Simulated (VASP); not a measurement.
Input of a VASP 6.6.1 run:

POSCAR

```
BeS
1.0
    0.0000000000      2.4343066366      2.4343066366
    2.4343066366      0.0000000000      2.4343066366
    2.4343066366      2.4343066366      0.0000000000
Be S
1 1
Direct
    0.0000000000      0.0000000000      0.0000000000
    0.2500000000      0.2500000000      0.2500000000
```

INCAR.step1

```
SYSTEM = BeS
PREC = Accurate
ENCUT = 520
EDIFF = 1E-5
ISMEAR = 0
SIGMA = 0.01
LREAL = .FALSE.
LASPH = .TRUE.
NELM = 120
ALGO = Normal
ISIF = 2
LWAVE = .TRUE.
LCHARG = .FALSE.
GGA = PE
NBANDS = 11
GGA_COMPAT = .FALSE.
```

The input INCAR.step2:

```
SYSTEM = BeS
PREC = Accurate
ENCUT = 520
EDIFF = 1E-6
ISMEAR = 0
SIGMA = 0.01
LREAL = .FALSE.
LASPH = .TRUE.
NELM = 120
ALGO = Normal
ISIF = 2
LWAVE = .FALSE.
LCHARG = .FALSE.
GGA = PE
LHFCALC = .TRUE.
AEXX = 0.35
HFSCREEN = 0.2078
PRECFOCK = Normal
ISTART = 1
NBANDS = 11
GGA_COMPAT = .FALSE.
```

The input KPOINTS:

```
regular mesh
0
G
  4 4 4
  0 0 0
```

Potentials or basis: VASP PAW PBE potentials, release 64 (Be, S).

The run is started by

```bash
$ cat potpaw_PBE.64/Be/POTCAR potpaw_PBE.64/S/POTCAR > POTCAR
$ cp INCAR.step1 INCAR
$ mpirun -np 1 vasp_std > vasp.out
$ cp INCAR.step2 INCAR
$ mpirun -np 1 vasp_std > vasp.out
```

Task: Predict the band gap on the k mesh.

Result: 4.48 eV (least direct gap 7.37 eV).

Task: Predict the pressure.

Result: -1.2 GPa.

Caveat: the k points lie up to 0.56 Å⁻¹ apart; the PAW data sets were made with another functional, which shifts forces and pressure a little. A k mesh can miss the band edges.
